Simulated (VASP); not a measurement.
Al3GaAs4:

```
Al Ga As
1.0
     4.12033   -0.03454   -0.00059
    -0.03454    4.02160   -0.03855
    -0.00167   -0.10889   11.63360
Al Ga As
3 1 4
Direct
  0.99480 0.92779 0.76475
  0.98241 0.93123 0.25633
  0.48430 0.48824 0.50574
  0.49530 0.53240 0.98293
  0.48446 0.04605 0.85855
  0.01096 0.51682 0.12852
  0.52934 0.99397 0.36429
  0.01844 0.56349 0.63889
```

* Program: VASP 6.6.1
* Task: relaxation of cell and atoms
* Functional: PBE
* Potentials or basis: VASP PAW PBE potentials, release 64 (Al, Ga_d, As)
* Cutoff: 600 eV
* k mesh: 4 × 4 × 1
* Occupations: gaussian, width 0.1 eV
* Spin: no spin polarisation

At the start: pressure 3.1 GPa; volume 24.09 Å³/atom.

Task: How do energy, volume and symmetry change on relaxing?

Result: Over 22 steps the energy falls by 355.4 meV/atom and the volume is 23.60 Å³/atom (-2.0 %); space group P1 (No. 1, to 0.1 Å) before, P-4m2 (No. 115, to 0.1 Å).

Step by step:
| step | energy change (eV) | largest force (eV/Å) | pressure (GPa) | volume (Å³) |
| --- | --- | --- | --- | --- |
| 1 | 0.0000 | 6.7465 | 3.06 | 192.74 |
| 2 | -1.4970 | 3.0625 | -2.96 | 205.00 |
| 3 | -1.7717 | 2.6265 | -2.64 | 200.33 |
| 4 | -2.4700 | 1.5674 | -0.76 | 191.23 |
| 5 | -2.5474 | 0.8709 | 0.69 | 187.11 |
| 6 | -2.7346 | 0.6549 | 0.52 | 187.14 |
| 7 | -2.7349 | 0.6787 | 0.53 | 187.14 |
| 8 | -2.7878 | 0.3250 | -0.23 | 189.26 |
| 9 | -2.7923 | 0.3021 | -0.49 | 190.07 |
| 10 | -2.8099 | 0.2658 | 0.03 | 188.59 |
| 11 | -2.8109 | 0.3172 | 0.20 | 188.14 |
| 12 | -2.8204 | 0.2211 | 0.11 | 188.44 |
| 13 | -2.8263 | 0.1704 | -0.04 | 188.92 |
| 14 | -2.8336 | 0.1212 | -0.06 | 189.02 |
| 15 | -2.8355 | 0.1115 | -0.08 | 189.10 |
| 16 | -2.8396 | 0.0781 | 0.03 | 188.76 |
| 17 | -2.8399 | 0.0788 | 0.08 | 188.65 |
| 18 | -2.8416 | 0.0620 | -0.03 | 188.95 |
| 19 | -2.8422 | 0.0673 | -0.17 | 189.34 |
| 20 | -2.8432 | 0.0410 | -0.04 | 188.95 |
| 21 | -2.8432 | 0.0424 | 0.01 | 188.85 |
| 22 | -2.8435 | 0.0197 | 0.01 | 188.84 |

Final structure:
```
Al Ga As
1.0
     4.08540   -0.00039    0.00132
    -0.00027    4.08300   -0.00364
     0.00100    0.00854   11.32061
Al Ga As
3 1 4
Direct
  0.99986 0.00103 0.74967
  0.00047 0.00035 0.25042
  0.50001 0.49816 0.49992
  0.50004 0.50055 0.00012
  0.49977 0.00037 0.87376
  0.99983 0.50052 0.12630
  0.50021 0.99806 0.37500
  0.99981 0.50095 0.62481
```

Caveat: the k points lie up to 0.56 Å⁻¹ apart in the final cell.
